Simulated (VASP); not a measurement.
# Si6Ni in VASP: single point with PBEsol

Aim: the single point of Si6Ni with PBEsol.

All numbers are computed with VASP 6.6.1; they aren't measurements. Logs are shortened: lines on timing, memory, paths and dates and some standing lists are left out, and cuts for length are marked.

### 1 The cell of the first run

The cell holds a slab with vacuum, 7 atoms: a = 3.842 Å, b = 3.842 Å, c = 25.791 Å, α = 90.00°, β = 90.00°, γ = 90.00°.

### 2 Single point, PBEsol, collinear spin, ferromagnetic start

Contents of INCAR:

```
ALGO     = Normal         # electronic algorithm
DIPOL    = 0.5 0.5 0.491
EDIFF    = 1E-7           # SCF threshold, eV
ENCUT    = 520            # plane-wave cutoff, eV
GGA      = PS             # functional
IDIPOL   = 3            
ISIF     = 2              # what is computed and relaxed
ISMEAR   = 0              # smearing method
ISPIN    = 2              # spin polarisation
LASPH    = T              # aspherical terms in the spheres
LCHARG   = F              # write CHGCAR
LDIPOL   = T            
LMAXMIX  = 4              # l up to which the mixer works
LORBIT   = 11             # projections on sites
LREAL    = F              # projectors in reciprocal space
LWAVE    = F              # write WAVECAR
MAGMOM   = 0 0 0 0 0 0 2  # initial moments
NBANDS   = 30             # bands
NELM     = 150            # most SCF steps
PREC     = Accurate       # precision mode
SIGMA    = 0.05           # smearing width, eV
```

Contents of KPOINTS:

```
k-points
0
Gamma
  8 8 1
```

Contents of POSCAR:

```
Si6Ni
1.0
    3.8417168319      0.0000000000      0.0000000000
    0.0000000000      3.8417168319      0.0000000000
    0.0000000000      0.0000000000     25.7912600581
Si Ni
6 1
Direct
    0.0000000000      0.5000000000      0.3295690083
    0.0000000000      0.0000000000      0.3822322751
    0.5000000000      0.0000000000      0.4348955421
    0.5000000000      0.5000000000      0.4872882793
    0.0000000000      0.5000000000      0.5403887773
    0.0000000000      0.0000000000      0.5913597511
    0.0000000000      0.0000000000      0.6717100122
```

Potentials or basis: VASP PAW PBE potentials, release 64 (Si, Ni).

Started as:

```bash
$ cat potpaw_PBE.64/Si/POTCAR potpaw_PBE.64/Ni/POTCAR > POTCAR
$ mpirun -np 1 vasp_std > vasp.out
```

OUTCAR:

```text
EDIFF = 1E-7
   ENCUT = 520
   GGA = PS
   ISIF = 2
   ISMEAR = 0
   ISPIN = 2
   LASPH = T
   LORBIT = 11
   LREAL = F
   NELM = 150
   PREC = Accurate

 ion  position               nearest neighbor table
   1  0.000  0.500  0.330-   2 2.35   2 2.35
   2  0.000  0.000  0.382-   1 2.35   1 2.35   3 2.35   3 2.35
   3  0.500  0.000  0.435-   4 2.35   4 2.35   2 2.35   2 2.35
   4  0.500  0.500  0.487-   3 2.35   3 2.35   5 2.36   5 2.36
   5  0.000  0.500  0.540-   6 2.33   6 2.33   4 2.36   4 2.36
   6  0.000  0.000  0.591-   7 2.07   5 2.33   5 2.33
   7  0.000  0.000  0.672-   6 2.07

  LATTYP: Found a simple tetragonal cell.
 ALAT       =     3.8417168319
 C/A-ratio  =     6.7134724361

  Lattice vectors:

 A1 = (   3.8417168319,   0.0000000000,   0.0000000000)
 A2 = (   0.0000000000,   3.8417168319,   0.0000000000)
 A3 = (   0.0000000000,   0.0000000000,  25.7912600581)

Analysis of symmetry for initial positions (statically):
=====================================================================
 Subroutine PRICEL returns:
 Original cell was already a primitive cell.

 Routine SETGRP: Setting up the symmetry group for a
 simple tetragonal supercell.

 Subroutine GETGRP returns: Found  4 space group operations
 (whereof  4 operations were pure point group operations)
 out of a pool of 16 trial point group operations.

The static configuration has the point symmetry C_2v.

Analysis of symmetry for dynamics (positions and initial velocities):
=====================================================================
 Subroutine PRICEL returns:
 Original cell was already a primitive cell.

 Routine SETGRP: Setting up the symmetry group for a
 simple tetragonal supercell.

 Subroutine GETGRP returns: Found  4 space group operations
 (whereof  4 operations were pure point group operations)
 out of a pool of 16 trial point group operations.

The dynamic configuration has the point symmetry C_2v.

Analysis of structural, dynamic, and magnetic symmetry:
=====================================================================
 Subroutine PRICEL returns:
 Original cell was already a primitive cell.

 Routine SETGRP: Setting up the symmetry group for a
 simple tetragonal supercell.

 Subroutine GETGRP returns: Found  4 space group operations
 (whereof  4 operations were pure point group operations)
 out of a pool of 16 trial point group operations.

The overall configuration has the point symmetry C_2v.

 Subroutine INISYM returns: Found  4 space group operations
 (whereof  4 operations are pure point group operations),
 and found     1 'primitive' translations

----------------------------------------------------------------------------------------

                                     Primitive cell

  volume of cell :     380.6477

  direct lattice vectors                    reciprocal lattice vectors
     3.841716832  0.000000000  0.000000000     0.260300289  0.000000000  0.000000000
     0.000000000  3.841716832  0.000000000     0.000000000  0.260300289  0.000000000
     0.000000000  0.000000000 25.791260058     0.000000000  0.000000000  0.038772825

  length of vectors
     3.841716832  3.841716832 25.791260058     0.260300289  0.260300289  0.038772825

  position of ions in fractional coordinates (direct lattice)
     0.000000000  0.500000000  0.329569008
     0.000000000  0.000000000  0.382232275
     0.500000000  0.000000000  0.434895542
     0.500000000  0.500000000  0.487288279
     0.000000000  0.500000000  0.540388777
     0.000000000  0.000000000  0.591359751
     0.000000000  0.000000000  0.671710012

  ion indices of the primitive-cell ions
   primitive index   ion index
                 1           1
                 2           2
                 3           3
                 4           4
                 5           5
                 6           6
                 7           7

----------------------------------------------------------------------------------------

 KPOINTS: k-points

Automatic generation of k-mesh.
 Grid dimensions read from file:
 generate k-points for:    8    8    1

 Generating k-lattice:

  Cartesian coordinates                     Fractional coordinates (reciprocal lattice)
     0.032537536  0.000000000  0.000000000     0.125000000  0.000000000  0.000000000
     0.000000000  0.032537536  0.000000000     0.000000000  0.125000000  0.000000000
     0.000000000  0.000000000  0.038772825     0.000000000  0.000000000  1.000000000

  Length of vectors
     0.032537536  0.032537536  0.038772825

  Shift w.r.t. Gamma in fractional coordinates (k-lattice)
     0.000000000  0.000000000  0.000000000

 Subroutine IBZKPT returns following result:
 ===========================================

 Found     25 irreducible k-points:

 Following reciprocal coordinates:
            Coordinates               Weight
  0.000000  0.000000  0.000000      1.000000
  0.125000  0.000000  0.000000      2.000000
  0.000000  0.125000  0.000000      2.000000
  0.250000  0.000000  0.000000      2.000000
  0.000000  0.250000  0.000000      2.000000
  0.375000  0.000000  0.000000      2.000000
[... 16 lines left out ...]
  0.500000  0.375000  0.000000      2.000000
 -0.375000  0.500000  0.000000      2.000000
   k-points           NKPTS =     25   k-points in BZ     NKDIM =     25   number of bands    NBANDS=     30
   number of dos      NEDOS =    301   number of ions     NIONS =      7
   total plane-waves  NPLWV = 172800
   dimension x,y,z NGX =    30 NGY =   30 NGZ =  192
   dimension x,y,z NGXF=    60 NGYF=   60 NGZF=  384
   ions per type =               6   1
   NGX,Y,Z   is equivalent  to a cutoff of  12.98, 12.98, 12.38 a.u.
   NGXF,Y,Z  is equivalent  to a cutoff of  25.96, 25.96, 24.75 a.u.
 SYSTEM =  unknown system
   PREC   = accura    normal or accurate (medium, high low for compatibility)
   ISTART =      0    job   : 0-new  1-cont  2-samecut
   ICHARG =      2    charge: 1-file 2-atom 10-const
   ISPIN  =      2    spin polarized calculation?
   LNONCOLLINEAR =      F non collinear calculations
   LSORBIT =      F    spin-orbit coupling
   LASPH  =      T    aspherical Exc in radial PAW
   ENCUT  =  520.0 eV  38.22 Ry    6.18 a.u.   7.14  7.14 47.95*2*pi/ulx,y,z
   NELM   =    150;   NELMIN=  2; NELMDL= -5     # of ELM steps
   EDIFF  = 0.1E-06   stopping-criterion for ELM
   LREAL  =      F    real-space projection
   EDIFFG = 0.1E-05   stopping-criterion for IOM
   NSW    =      0    number of steps for IOM
   IBRION =     -1    ionic relax: 0-MD 1-quasi-New 2-CG
   NFREE  =      0    steps in history (QN), initial steepest desc. (CG)
   ISIF   =      2    stress and relaxation
   ISYM   =      2    0-nonsym 1-usesym 2-fastsym
   POTIM  = 0.5000    time-step for ionic-motion
   TEBEG  =    0.0;   TEEND  =   0.0 temperature during run
   PSTRESS=    0.0 pullay stress
   NELECT =      34.0000    total number of electrons
   NUPDOWN=      -1.0000    fix difference up-down
   EMIN   =  10.00;   EMAX   =-10.00  energy-range for DOS
   EFERMI =   0.00;   METHOD = LEGACY
   ISMEAR =     0;   SIGMA  =   0.05  broadening in eV -4-tet -1-fermi 0-gaus
   EFERMI_NEDOS =   21; number of points for ismear=-14 and -15
   IALGO  =     38    algorithm
   IMIX   =      4    mixing-type and parameters
     AMIX     =   0.40;   BMIX     =  1.00
     AMIX_MAG =   1.60;   BMIX_MAG =  1.00
  volume/ion in A,a.u.               =      54.38       366.96
  Fermi-wavevector in a.u.,A,eV,Ry     =   0.731802  1.382905  7.286378  0.535534
  Thomas-Fermi vector in A             =   1.824108
   LORBIT       =     11    0 simple, 1 ext, 2 COOP (PROOUT), +10 PAW based schemes
   GGA     = PS    functional components
   LHFCALC =     F    Hartree Fock is set to
   AEXX    =    0.0000 exact exchange contribution
   IVDW    =     0    specifies the selected vdW correction
   LEPSILON=     F    determine dielectric tensor
   LRPA    =     F    only Hartree local field effects (RPA)
 spin polarized calculation
 Gauss-broadening in eV      SIGMA  =   0.05
  energy-cutoff  :      520.00
  volume of cell :      380.65
 maximum number of plane-waves:     10280
 NGX is ok and might be reduce to    30
   NGX = 15   NGY = 15   NGZ = 95

 dipolmoment           0.000000      0.000000      0.075148 electrons x Angstroem

 number of electron      34.0000011 magnetization       0.5624096

 dipolmoment           0.000000      0.000000     -0.163441 electrons x Angstroem

 Free energy of the ion-electron system (eV)
  ---------------------------------------------------
  ext. energy  EPLUGINS =         0.00000000
  ---------------------------------------------------
  free energy    TOTEN  =       -34.63032045 eV

  energy without entropy =      -34.62504975  energy(sigma->0) =      -34.62768510

 E-fermi :  -0.9376     XC(G=0):  -4.3294

 val. band max:       -0.9784012659   @ k =   0.5000   0.2500   0.0000
 cond. band min:      -0.9236835999   @ k =   0.5000   0.3750   0.0000
 fundamental gap:      0.0547176660
 Fermi energy:        -0.9375894260

 spin component 1

 k-point     1 :       0.0000    0.0000    0.0000
  band No.  band energies     occupation
      1     -12.3863      1.00000
      2     -11.2076      1.00000
      3      -9.4555      1.00000
      4      -7.2693      1.00000
      5      -5.0014      1.00000
      6      -3.3906      1.00000
[... 21 lines left out ...]
     28       4.0034      0.00000
     29       4.4199      0.00000
[... 705 lines left out ...]
 k-point    24 :      -0.3750    0.5000    0.0000
  band No.  band energies     occupation
      1      -9.4356      1.00000
      2      -9.2713      1.00000
      3      -8.2133      1.00000
      4      -7.7652      1.00000
      5      -7.5252      1.00000
      6      -7.4523      1.00000
[... 21 lines left out ...]
     28       4.2989      0.00000
     29       5.1338      0.00000

 [... further k-points ...]

 spin component 2

 k-point     1 :       0.0000    0.0000    0.0000
  band No.  band energies     occupation
      1     -12.3809      1.00000
      2     -11.2012      1.00000
      3      -9.4511      1.00000
      4      -7.2628      1.00000
      5      -4.9778      1.00000
      6      -3.3773      1.00000
[... 21 lines left out ...]
     28       3.9525      0.00000
     29       4.4043      0.00000
[... 705 lines left out ...]
 k-point    24 :      -0.3750    0.5000    0.0000
  band No.  band energies     occupation
      1      -9.4315      1.00000
      2      -9.2691      1.00000
      3      -8.1947      1.00000
      4      -7.7616      1.00000
      5      -7.5232      1.00000
      6      -7.4509      1.00000
[... 21 lines left out ...]
     28       4.3041      0.00000
     29       5.1297      0.00000

 [... further k-points ...]

 [bands above 29 left out]

------------------------ aborting loop because EDIFF is reached ----------------------------------------

 vacuum level on the upper side and lower side of the slab       (xc-potential included)        -0.998         0.958

  FORCE on cell =-STRESS in cart. coord.  units (eV):
  Direction    XX          YY          ZZ          XY          YZ          ZX
  --------------------------------------------------------------------------------------
  -------------------------------------------------------------------------------------
  Total       -4.9280175     -0.9489133     -0.0459148      0.0000000      0.0000000      0.0000000
  in kB      -20.7424267     -3.9940534     -0.1932591      0.0000000      0.0000000      0.0000000
  external PRESSURE =      -8.3099131 kB  Pullay stress =       0.0000000 kB

 VOLUME and BASIS-vectors are now :
 -----------------------------------------------------------------------------
  energy-cutoff  :      520.00
  volume of cell :      380.65
      direct lattice vectors                 reciprocal lattice vectors
     3.841716832  0.000000000  0.000000000     0.260300289  0.000000000  0.000000000
     0.000000000  3.841716832  0.000000000     0.000000000  0.260300289  0.000000000
     0.000000000  0.000000000 25.791260058     0.000000000  0.000000000  0.038772825

 POSITION                                       TOTAL-FORCE (eV/Angst)
 -----------------------------------------------------------------------------------
      0.00000      1.92086      8.50000         0.000000      0.000000      0.072056
      0.00000      0.00000      9.85825         0.000000      0.000000     -0.008846
      1.92086      0.00000     11.21650         0.000000      0.000000     -0.067880
      1.92086      1.92086     12.56778         0.000000      0.000000     -0.009115
      0.00000      1.92086     13.93731         0.000000      0.000000     -0.000646
      0.00000      0.00000     15.25191         0.000000      0.000000     -0.032567
      0.00000      0.00000     17.32425         0.000000      0.000000      0.046998
 -----------------------------------------------------------------------------------
    total drift:                               -0.000000     -0.000000      0.000445

  FREE ENERGIE OF THE ION-ELECTRON SYSTEM (eV)
  ---------------------------------------------------
  free  energy   TOTEN  =       -34.6303204471 eV

  energy  without entropy=      -34.6250497521  energy(sigma->0) =      -34.62768510

 vacuum level on the upper side and lower side of the slab         2.588         4.592

 total charge

# of ion       s       p       d       tot
------------------------------------------
    1        0.860   0.719   0.000   1.580
    2        0.761   0.923   0.000   1.684
    3        0.765   0.909   0.000   1.674
    4        0.767   0.912   0.000   1.678
    5        0.760   0.932   0.000   1.692
    6        0.805   0.842   0.000   1.647
    7        0.473   0.120   8.479   9.072
--------------------------------------------------
tot          5.191   5.357   8.479  19.028

 magnetization (x)

# of ion       s       p       d       tot
------------------------------------------
    1        0.001   0.000   0.000   0.001
    2       -0.000   0.000   0.000   0.000
    3        0.001   0.001   0.000   0.001
    4        0.001  -0.000   0.000   0.001
    5       -0.001   0.000   0.000  -0.000
    6        0.001  -0.002   0.000  -0.001
    7        0.019  -0.001   0.524   0.541
--------------------------------------------------
tot          0.021  -0.002   0.524   0.543
```

Run time: 27 min. Hardware: 1 thread of Oxide Virtual Turin-like, shared host; peak memory 0.81 GiB.

What came out:

```yaml
Free_energy: -34.6303 eV
Largest_force: 0.072 eV/Å
Net_moment: 0.56 μB per cell
Site_moments: Si +0.00, -0.00 (each value once); Ni +0.54 μB
Valence_electrons_inside_the_program's_atomic_spheres: Si 1.58, 1.68, 1.67, 1.69, 1.65 (each value once); Ni 9.07
```

Forces on the atoms (eV/Å):
```
Si   0.000  0.000  0.072
Si   0.000  0.000 -0.009
Si   0.000  0.000 -0.068
Si   0.000  0.000 -0.009
Si   0.000  0.000 -0.001
Si   0.000  0.000 -0.033
Ni   0.000  0.000  0.047
```

Levels at points of the mesh, in eV from the Fermi level:
Spin up:
| k point | band 15 | band 16 | band 17 | band 18 | band 19 | band 20 |
| --- | --- | --- | --- | --- | --- | --- |
| (0.00, 0.00, 0.00) | -0.54 | -0.24 | -0.10 | 0.83 | 1.13 | 1.17 |
| (0.50, 0.00, 0.00) | -0.67 | -0.63 | -0.56 | 0.15 | 0.26 | 1.90 |
| (0.00, 0.50, 0.00) | -0.64 | -0.63 | -0.52 | 1.52 | 1.63 | 2.26 |
| (0.50, 0.50, 0.00) | -0.83 | -0.54 | -0.53 | -0.42 | -0.35 | 2.04 |
Spin down:
| k point | band 13 | band 14 | band 15 | band 16 | band 17 | band 18 | band 19 | band 20 | band 21 | band 22 |
| --- | --- | --- | --- | --- | --- | --- | --- | --- | --- | --- |
| (0.00, 0.00, 0.00) | -0.79 | -0.37 | -0.22 | -0.17 | -0.07 | 0.86 | 1.15 | 1.20 | 1.68 | 2.20 |
| (0.50, 0.00, 0.00) | -0.59 | -0.54 | -0.48 | -0.32 | -0.07 | 0.27 | 0.31 | 1.97 | 2.33 | 2.55 |
| (0.00, 0.50, 0.00) | -0.93 | -0.70 | -0.45 | -0.32 | 0.13 | 1.60 | 1.63 | 2.32 | 2.54 | 2.56 |
| (0.50, 0.50, 0.00) | -0.90 | -0.59 | -0.50 | -0.49 | -0.20 | 0.04 | 0.14 | 2.10 | 2.25 | 2.33 |

Caveat: the PAW data sets were made with another functional, which shifts forces and pressure a little.
